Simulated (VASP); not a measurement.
# Y (Fm-3m) in VASP: single point with PBE

Aim: the single point of Y with PBE.

Everything below comes from runs of VASP 6.6.1. Logs are shortened: lines on timing, memory, paths and dates and some standing lists are left out, and cuts for length are marked.

## Step 1: The cell of the first run

The structure is cubic, space group Fm-3m (No. 225). The conventional cell has a = 5.061 Å, b = 5.061 Å, c = 5.061 Å, α = 90.00°, β = 90.00°, γ = 90.00°. Within 4.7 Å of Y (site symmetry m-3m) lie 12 Y at 3.58 Å.

This isn't the form of Y at room conditions, which is hcp.

## Step 2: Single point, PBE, non-collinear spin, zero start, spin-orbit coupling

The input, POSCAR:

```
Y
1.0
    0.0000000000      2.5303213036      2.5303213036
    2.5303213036      0.0000000000      2.5303213036
    2.5303213036      2.5303213036      0.0000000000
Y
1
Direct
    0.0000000000      0.0000000000      0.0000000000
```

The input, INCAR.step1:

```
SYSTEM = Y
PREC = Accurate ; ENCUT = 520
EDIFF = 1E-6 ; ISMEAR = 0
SIGMA = 0.05 ; LREAL = .False.
LASPH = .True. ; NELM = 150
ALGO = Normal ; ISIF = 2
LWAVE = .False. ; LCHARG = .True.
LNONCOLLINEAR = .True. ; MAGMOM = 0 0 0
LSORBIT = .True. ; GGA_COMPAT = .False.
LORBMOM = .True. ; LMAXMIX = 4
GGA = PE ; NBANDS = 22
```

The input, KPOINTS.step1:

```
regular mesh
0
Gamma
  14 14 14
  0 0 0
```

The input, INCAR.step2:

```
SYSTEM = Y
PREC = Accurate ; ENCUT = 520
EDIFF = 1E-6 ; ISMEAR = -5
SIGMA = 0.05 ; LREAL = .False.
LASPH = .True. ; NELM = 150
ALGO = Normal ; ISIF = 2
LWAVE = .False. ; LCHARG = .False.
LNONCOLLINEAR = .True. ; MAGMOM = 0 0 0
LORBIT = 10 ; LSORBIT = .True.
GGA_COMPAT = .False. ; LORBMOM = .True.
LMAXMIX = 4 ; GGA = PE
NBANDS = 22 ; NEDOS = 1001
ICHARG = 11
```

The input, KPOINTS.step2:

```
regular mesh
0
Gamma
  21 21 21
  0 0 0
```

Potentials or basis: VASP PAW PBE potentials, release 64 (Y_sv).

Command:

```bash
$ cat potpaw_PBE.64/Y_sv/POTCAR > POTCAR
$ cp INCAR.step1 INCAR
$ cp KPOINTS.step1 KPOINTS
$ mpirun -np 1 vasp_ncl > vasp.out
$ cp INCAR.step2 INCAR
$ cp KPOINTS.step2 KPOINTS
$ mpirun -np 1 vasp_ncl > vasp.out
```

OUTCAR:

```text
SYSTEM = Y
   PREC = Accurate
   ENCUT = 520
   EDIFF = 1E-6
   ISMEAR = -5
   LREAL = .False.
   LASPH = .True.
   NELM = 150
   ISIF = 2
   LNONCOLLINEAR = .True.
   LORBIT = 10
   LSORBIT = .True.
   GGA = PE
   ICHARG = 11

 ion  position               nearest neighbor table
   1  0.000  0.000  0.000-

  LATTYP: Found a face centered cubic cell.
 ALAT       =     5.0606426072

  Lattice vectors:

 A1 = (   0.0000000000,   2.5303213036,   2.5303213036)
 A2 = (   2.5303213036,   0.0000000000,   2.5303213036)
 A3 = (   2.5303213036,   2.5303213036,   0.0000000000)

Analysis of symmetry for initial positions (statically):
=====================================================================
 Subroutine PRICEL returns:
 Original cell was already a primitive cell.

 Routine SETGRP: Setting up the symmetry group for a
 face centered cubic supercell.

 Subroutine GETGRP returns: Found 48 space group operations
 (whereof 48 operations were pure point group operations)
 out of a pool of 48 trial point group operations.

The static configuration has the point symmetry O_h .

Analysis of symmetry for dynamics (positions and initial velocities):
=====================================================================
 Subroutine PRICEL returns:
 Original cell was already a primitive cell.

 Routine SETGRP: Setting up the symmetry group for a
 face centered cubic supercell.

 Subroutine GETGRP returns: Found 48 space group operations
 (whereof 48 operations were pure point group operations)
 out of a pool of 48 trial point group operations.

The dynamic configuration has the point symmetry O_h .

Analysis of structural, dynamic, and magnetic symmetry:
=====================================================================
 Subroutine PRICEL returns:
 Original cell was already a primitive cell.

 Routine SETGRP: Setting up the symmetry group for a
 face centered cubic supercell.

 Subroutine GETGRP returns: Found 48 space group operations
 (whereof 48 operations were pure point group operations)
[... 152 lines left out ...]
 fundamental gap:     -0.0101551855
 Fermi energy:         3.1153664771

 k-point     1 :       0.0000    0.0000    0.0000
  band No.  band energies     occupation
      1     -39.5535      1.00000
      2     -39.5535      1.00000
      3     -20.2181      1.00000
      4     -20.2181      1.00000
      5     -18.7740      1.00000
      6     -18.7740      1.00000
[... 589 lines left out ...]
     21      11.1721      0.00000
     22      11.1721      0.00000

 [... further k-points ...]

------------------------ aborting loop because EDIFF is reached ----------------------------------------

  FORCE on cell =-STRESS in cart. coord.  units (eV):
  Direction    XX          YY          ZZ          XY          YZ          ZX
  --------------------------------------------------------------------------------------
  -------------------------------------------------------------------------------------
  Total       -0.0156107     -0.0156107     -0.0156107      0.0000000      0.0000000      0.0000000
  in kB       -0.7719242     -0.7719242     -0.7719242      0.0000000      0.0000000      0.0000000
  external PRESSURE =      -0.7719242 kB  Pullay stress =       0.0000000 kB

 VOLUME and BASIS-vectors are now :
 -----------------------------------------------------------------------------
  energy-cutoff  :      520.00
  volume of cell :       32.40
      direct lattice vectors                 reciprocal lattice vectors
     0.000000000  2.530321304  2.530321304    -0.197603363  0.197603363  0.197603363
     2.530321304  0.000000000  2.530321304     0.197603363 -0.197603363  0.197603363
     2.530321304  2.530321304  0.000000000     0.197603363  0.197603363 -0.197603363

 POSITION                                       TOTAL-FORCE (eV/Angst)
 -----------------------------------------------------------------------------------
      0.00000      0.00000      0.00000         0.000000      0.000000      0.000000
 -----------------------------------------------------------------------------------
    total drift:                               -0.000000     -0.000000     -0.000000

  FREE ENERGIE OF THE ION-ELECTRON SYSTEM (eV)
  ---------------------------------------------------
  free  energy   TOTEN  =        -6.4566414147 eV

  energy  without entropy=       -6.4566414147  energy(sigma->0) =       -6.45664141

 orbital moment (x)

 # of ion     p       d       f       tot
 ------------------------------------------------
  1         0.000  -0.000   0.000  -0.000
 ------------------------------------------------
            0.000  -0.000   0.000  -0.000

 orbital moment (y)

 # of ion     p       d       f       tot
 ------------------------------------------------
  1         0.000   0.000  -0.000   0.000
 ------------------------------------------------
            0.000   0.000  -0.000   0.000

 orbital moment (z)

 # of ion     p       d       f       tot
 ------------------------------------------------
  1         0.000   0.000   0.000   0.000
 ------------------------------------------------
            0.000   0.000   0.000   0.000

 Spin-Orbit-Coupling matrix elements

 Ion:    1  E_soc:     -0.0986525
 l=   1
     0.0000000    -0.0163002    -0.0163002
    -0.0163002     0.0000000    -0.0163002
    -0.0163002    -0.0163002     0.0000000
 l=   2
     0.0000000    -0.0000059     0.0000000    -0.0000059    -0.0001360
    -0.0000059     0.0000000    -0.0001020    -0.0000059    -0.0000340
     0.0000000    -0.0001020     0.0000000    -0.0001020     0.0000000
    -0.0000059    -0.0000059    -0.0001020     0.0000000    -0.0000340
    -0.0001360    -0.0000340     0.0000000    -0.0000340     0.0000000
 l=   3
     0.0000000    -0.0000000     0.0000000     0.0000000     0.0000000     0.0000000     0.0000000
    -0.0000000     0.0000000    -0.0000000     0.0000000    -0.0000000    -0.0000000    -0.0000000
     0.0000000    -0.0000000     0.0000000     0.0000000     0.0000000     0.0000000     0.0000000
     0.0000000     0.0000000     0.0000000     0.0000000     0.0000000     0.0000000     0.0000000
     0.0000000    -0.0000000     0.0000000     0.0000000     0.0000000     0.0000000     0.0000000
     0.0000000    -0.0000000     0.0000000     0.0000000     0.0000000     0.0000000     0.0000000
     0.0000000    -0.0000000     0.0000000     0.0000000     0.0000000     0.0000000     0.0000000

 total charge

# of ion       s       p       d       f       tot
--------------------------------------------------
    1        2.282   6.212   0.953   0.006   9.454

 magnetization (x)

# of ion       s       p       d       f       tot
--------------------------------------------------
    1       -0.000   0.000   0.000   0.000  -0.000

 magnetization (y)

# of ion       s       p       d       f       tot
--------------------------------------------------
    1        0.000   0.000   0.000  -0.000   0.000

 magnetization (z)

# of ion       s       p       d       f       tot
--------------------------------------------------
    1        0.000   0.000   0.000   0.000   0.000
```

OSZICAR.step1:

```text
N       E                     dE             d eps       ncg     rms          rms(c)
DAV:   1     0.426212441889E+02    0.42621E+02   -0.54516E+03  4576   0.954E+02
DAV:   2    -0.343313880874E+01   -0.46054E+02   -0.44876E+02  5746   0.228E+02
DAV:   3    -0.655460536332E+01   -0.31215E+01   -0.30728E+01  7664   0.343E+01
DAV:   4    -0.664234789810E+01   -0.87743E-01   -0.87534E-01  5818   0.530E+00
DAV:   5    -0.664368028432E+01   -0.13324E-02   -0.13323E-02  6032   0.564E-01    0.229E+01
DAV:   6    -0.648540622871E+01    0.15827E+00   -0.18075E-01  5310   0.321E+00    0.141E+01
DAV:   7    -0.645577453127E+01    0.29632E-01   -0.25514E-01  5682   0.366E+00    0.409E+00
DAV:   8    -0.645951189950E+01   -0.37374E-02   -0.26172E-02  5812   0.926E-01    0.775E-01
DAV:   9    -0.645685647832E+01    0.26554E-02   -0.14862E-02  5032   0.100E+00    0.224E-01
DAV:  10    -0.645682895766E+01    0.27521E-04   -0.12312E-03  5278   0.269E-01    0.115E-01
DAV:  11    -0.645682557029E+01    0.33874E-05   -0.27378E-05  6240   0.447E-02    0.267E-02
DAV:  12    -0.645682911640E+01   -0.35461E-05   -0.55214E-06  5174   0.216E-02    0.159E-02
DAV:  13    -0.645683004639E+01   -0.92999E-06   -0.42368E-07  3664   0.662E-03
   1 F= -.64568300E+01 E0= -.64553930E+01  d E =-.287404E-02  mag=    -0.0000     0.0000     0.0000
```

Wall time 8.8 min (1 thread of Intel Xeon Platinum 8488C (Sapphire Rapids), shared host); peak memory 0.45 GiB.

What came out:

| Property | Result |
| --- | --- |
| Net moment | 0.00 μB per cell |
| Valence electrons inside the program's atomic spheres | Y 9.45 |

Moments on the atoms (μB; x, y, z):
```
Y   0.00 0.00 0.00
```
